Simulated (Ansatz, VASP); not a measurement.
Tl in VASP and in Ansatz

Contents of INCAR:

```
PREC     = Accurate       # precision mode
ENCUT    = 520            # plane-wave cutoff, eV
EDIFF    = 1E-6           # SCF threshold, eV
ISMEAR   = 0              # smearing method
SIGMA    = 0.15           # smearing width, eV
LREAL    = False          # projectors in reciprocal space
LASPH    = True           # aspherical terms in the spheres
NELM     = 100            # most SCF steps
ALGO     = Fast           # electronic algorithm
ISIF     = 2              # what is computed and relaxed
LWAVE    = False          # write WAVECAR
LCHARG   = False          # write CHGCAR
GGA      = PE             # functional
NBANDS   = 20             # bands
```

The input KPOINTS:

```
Automatic mesh
0
Gamma
  18 18 10
```

POSCAR

```
Tl
1.0
    3.1665941845      0.0000000000      0.0000000000
   -1.5832970923      2.7423510073      0.0000000000
    0.0000000000      0.0000000000      6.5810397992
Tl
2
Direct
    0.3333333333      0.6666666667      0.2500000000
    0.6666666667      0.3333333333      0.7500000000
```

Input for Ansatz:

```yaml
crystal:
  lattice:
    - [3.1665941845, 0.0, 0.0]
    - [-1.5832970923, 2.7423510073, 0.0]
    - [0.0, 0.0, 6.5810397992]
  atoms:
    - { symbol: Tl, position: [0.3333333333, 0.6666666667, 0.25] }
    - { symbol: Tl, position: [0.6666666667, 0.3333333333, 0.75] }
basis:
  ecutwfc: 420
kpoints:
  mp_grid: { grid: [18, 18, 10] }
hamiltonian:
  xc: pbe
scf:
  occupations: { method: gaussian, width: 0.15 }
output:
  forces: true
  stress: true
  eigenvalues: true
```

Alike in both runs: task single point; functional PBE; k mesh 18 × 18 × 10; occupations gaussian, width 0.15 eV; no spin polarisation.

```csv
,VASP,Ansatz
version,VASP 6.6.1,Ansatz 0.2.0
potentials or method,"VASP PAW PBE potentials, release 64 (Tl_d), cutoff 520 eV","scalar-relativistic, plane waves, PAW"
valence electrons in the cell,26,26
```

|  | VASP | Ansatz | Ansatz less VASP |
| --- | --- | --- | --- |
| gap on the k mesh at the Fermi level (eV) | none | none | - |
| pressure (GPa) | 5.7 | 5.7 | +0.07 |
| traceless stress, the component that is largest in VASP (GPa) | -6.40 | -6.40 | -0.007 |

A gap of «none» marks a metal or a gap that the smearing closes. The functional is the same, so the differences come from potentials, cutoffs and numerics.

Spin-orbit coupling is off throughout.
